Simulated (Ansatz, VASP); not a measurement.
Two plane-wave programs on MoS2

Contents of INCAR:

```
SYSTEM = MoS2
  PREC = Accurate
  ENCUT = 520
  EDIFF = 1E-8
  ISMEAR = -1
  SIGMA = 0.05
  LREAL = .False.
  LASPH = .True.
  NELM = 100
  ALGO = Normal
  ISIF = 2
  LWAVE = .False.
  LCHARG = .False.
  GGA = CA
  LEFG = .True.
  NBANDS = 20
```

KPOINTS

```
Automatic mesh
0
Gamma
  15 15 15
  0 0 0
```

File POSCAR:

```
MoS2
1.0
    1.5492157804      0.8944401478      5.9983290071
   -1.5492157804      0.8944401478      5.9983290071
    0.0000000000     -1.7888802957      5.9983290071
Mo S
1 2
Direct
    0.0000000000      0.0000000000      0.0000000000
    0.7484000000      0.7484000000      0.7484000000
    0.5849000000      0.5849000000      0.5849000000
```

Input for Ansatz:

```yaml
crystal:
  lattice:
    - [1.5492157804, 0.8944401478, 5.9983290071]
    - [-1.5492157804, 0.8944401478, 5.9983290071]
    - [0.0, -1.7888802957, 5.9983290071]
  atoms:
    - { symbol: Mo, position: [0.0, 0.0, 0.0] }
    - { symbol: S, position: [0.7484, 0.7484, 0.7484] }
    - { symbol: S, position: [0.5849, 0.5849, 0.5849] }
kpoints:
  mp_grid: { grid: [15, 15, 15] }
scf:
  occupations: { method: fermi_dirac, width: 0.05 }
hamiltonian:
  xc: lda
  pseudopotentials: { kind: paw }
output:
  forces: true
  stress: true
  eigenvalues: true
  efg: { contact_densities: true }
  write_density: true
  write_potential: true
  elf: true
  volumetric_format: npy
```

Change from the starting cell: volume scaled by 0.94, PAW files.

Alike in both runs: task electric field gradients; functional LDA; k mesh 15 × 15 × 15; occupations fermi-dirac, width 0.05 eV; no spin polarisation.

|  | VASP | Ansatz |
| --- | --- | --- |
| version | VASP 6.6.1 | Ansatz 0.2.0 |
| potentials or method | VASP PAW LDA potentials, release 64 (Mo_sv, S) | PAW with Ansatz's default frozen-core files, scalar-relativistic |
| plane-wave cutoff (eV) | 520 | 420 |
| valence electrons in the cell | 26 | 26 |

```csv
,VASP,Ansatz,Ansatz less VASP
pressure (GPa),13.1,13.0,-0.10
"traceless stress, the component that is largest in VASP (GPa)",5.75,5.82,+0.064
rms of the force components (eV/Å),0.980,0.975,-0.0047
size of Vzz on the site where it differs most (V/Å²),104.0,99.3,-4.64
```

LDA's correlation is that of Perdew and Zunger in VASP and of Perdew and Wang (1992) in Ansatz. Atom by atom the forces differ by 0.005 eV/Å (rms over components).
